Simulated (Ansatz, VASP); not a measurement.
**One calculation of K, two programs**

```xyz
2
Lattice="4.9429 0.0000 0.0000 -2.4715 4.2807 0.0000 0.0000 0.0000 8.0380" Properties=species:S:1:pos:R:3 pbc="T T T"
K     0.0000    2.8538    2.0095
K     2.4715    1.4269    6.0285
```

Alike in both runs: task single point; functional BLYP; k mesh 9 × 9 × 5; occupations fermi-dirac, width 0.1 eV; no spin polarisation.

```csv
,VASP,Ansatz
version,VASP 6.6.1,Ansatz 0.2.0
potentials or method,"VASP PAW PBE potentials, release 64 (K_sv), cutoff 520 eV","plane waves (420 eV) with PAW, scalar-relativistic"
valence electrons in the cell,18,18
```

|  | VASP | Ansatz | Ansatz less VASP |
| --- | --- | --- | --- |
| pressure (GPa) | -0.3 | -0.3 | +0.01 |

VASP's potentials were made for PBE, not for BLYP.
